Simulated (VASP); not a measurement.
## Sc: single point with LDA

The system is Sc.

```xyz
2
Lattice="3.0995 0.0000 0.0000 -1.5498 2.6843 0.0000 0.0000 0.0000 4.7677" Properties=species:S:1:pos:R:3 pbc="T T T"
Sc    0.0000    1.7895    1.1919
Sc    1.5498    0.8948    3.5758
```

This cell differs from its parent crystal: volume scaled by 0.88.

- Program: VASP 6.6.1
- Task: single point
- Functional: LDA
- Potentials or basis: VASP PAW LDA potentials, release 64 (Sc_sv)
- Cutoff: 520 eV
- k mesh: 15 × 15 × 8
- Occupations: fermi-dirac, width 0.05 eV
- Spin: no spin polarisation
- Dipole correction: no
- Further INCAR settings: ALGO = Normal; EDIFF = 1e-06; NBANDS = 18

```json
{
  "Pressure": "9.8 GPa",
  "Band gap on the k mesh": "zero (band 11 reaches 6.31 eV, above the bottom of band 12 at 4.19 eV)"
}
```

Levels at points of the mesh, in eV from the Fermi level:
```
           k point  band 7  band 8  band 9  band 10  band 11  band 12  band 13  band 14  band 15  band 16
(0.00, 0.00, 0.00)  -26.87  -26.81   -5.38    -1.95     1.49     1.77     1.77     2.23     2.40     2.40
(0.00, 0.00, 0.50)  -26.94  -26.94   -3.54    -3.54     1.16     1.16     1.64     1.64     1.64     1.64
```

Run time: 42 s on 1 thread of AMD EPYC 9R45 96-Core Processor (Zen 5) (shared host), peak memory 0.16 GiB.
